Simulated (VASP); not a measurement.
Ga, 1 atom in the cell. The structure is cubic, space group Im-3m (No. 229). Conventional cell: a = 3.127 Å, b = 3.127 Å, c = 3.127 Å, α = 90.00°, β = 90.00°, γ = 90.00°. Within 3.6 Å of Ga (site symmetry m-3m) lie 14 Ga at 2.71 to 3.13 Å. This isn't the form of Ga at room conditions, which is orthorhombic.

| Item | Value |
| --- | --- |
| Program | VASP 6.6.1 |
| Task | single point |
| Functional | LDA |
| Potentials or basis | VASP PAW LDA potentials, release 64 (Ga_d) |
| Cutoff | 520 eV |
| k mesh | 15 × 15 × 15 |
| Occupations | fermi-dirac, width 0.1 eV |
| Spin | no spin polarisation |
| Dipole correction | no |
| Further INCAR settings | ALGO = Normal; EDIFF = 1e-07; NBANDS = 12 |

Potentials or basis: VASP PAW LDA potentials, release 64 (Ga_d).

Run with:

```console
$ cat potpaw_LDA.64/Ga_d/POTCAR > POTCAR
$ mpirun -np 1 vasp_std > vasp.out
```

Hardware: 1 thread of Intel Xeon 8259CL (shared host).

Task: Estimate the wall time of this run.

Result: Wall time 23 s on 1 thread of Intel Xeon 8259CL, with other jobs on the host, peak memory 0.13 GiB. Counts: scf iterations 11, k points 120.
